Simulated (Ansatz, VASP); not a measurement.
**Zn: VASP beside Ansatz**

```
CELL_PARAMETERS angstrom
2.28319 -1.31715 0.00000
2.28319 1.31715 0.00000
-1.60226 0.00000 7.34876
ATOMIC_POSITIONS crystal
Zn 0.77802 0.77802 0.33450
Zn 0.22198 0.22198 0.66550
Zn 0.00000 0.00000 0.00000
```

Change from the starting cell: volume scaled by 1.02.

Alike in both runs: task single point; functional LDA; k mesh 12 × 12 × 4; occupations fermi-dirac, width 0.05 eV; no spin polarisation.

|  | VASP | Ansatz |
| --- | --- | --- |
| version | VASP 6.6.1 | Ansatz 0.2.0 |
| potentials or method | VASP PAW LDA potentials, release 64 (Zn), cutoff 520 eV | all-electron LAPW, scalar-relativistic |

Ansatz gave:

- gap on the k mesh at the Fermi level (eV): none
- pressure (GPa): -6.5
- traceless stress, the component that is largest in VASP (GPa): 4.91
- rms of the force components (eV/Å): 0.004

Problem. What did VASP give for the same quantities?

Solution. gap on the k mesh at the Fermi level (eV): none; pressure (GPa): -6.3; traceless stress, the component that is largest in VASP (GPa): 4.74; rms of the force components (eV/Å): 0.004.

LDA's correlation is that of Perdew and Zunger in VASP and of Perdew and Wang (1992) in Ansatz. Atom by atom the forces differ by 0.000 eV/Å (rms over components). A gap of «none» marks a metal or a gap that the smearing closes. Ansatz ran all-electron here, and VASP with PAW potentials.
